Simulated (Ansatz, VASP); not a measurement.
## Two plane-wave programs on Pt

```
Pt
1.0
     0.00000    2.01308    1.85203
     2.01308    0.00000    1.85203
     2.01308    2.01308    0.00000
Pt
1
Direct
  0.00000 0.00000 0.00000
```

Alike in both runs: task single point; functional PBE; k mesh 24 × 24 × 24; occupations fermi-dirac, width 0.02 eV; no spin polarisation.

|  | VASP | Ansatz |
| --- | --- | --- |
| version | VASP 6.6.1 | Ansatz 0.2.0 |
| potentials or method | VASP PAW PBE potentials, release 64 (Pt), cutoff 520 eV | scalar-relativistic, plane waves, PAW |
| valence electrons in the cell | 10 | 18 |

VASP gave:

| Property | Result |
| --- | --- |
| gap on the k mesh at the Fermi level (eV) | none |
| pressure (GPa) | 11.4 |
| traceless stress, the component that is largest in VASP (GPa) | 3.82 |

Problem. Estimate Ansatz's values.

Solution. gap on the k mesh at the Fermi level (eV): none; pressure (GPa): 12.0; traceless stress, the component that is largest in VASP (GPa): 3.85.

A gap of «none» marks a metal or a gap that the smearing closes. The functional is the same, so the differences come from potentials, cutoffs and numerics. VASP's potentials hold 10 valence electrons a cell and Ansatz's 18, so a difference there can come from the potentials and not from the codes.

Spin-orbit coupling is off throughout.
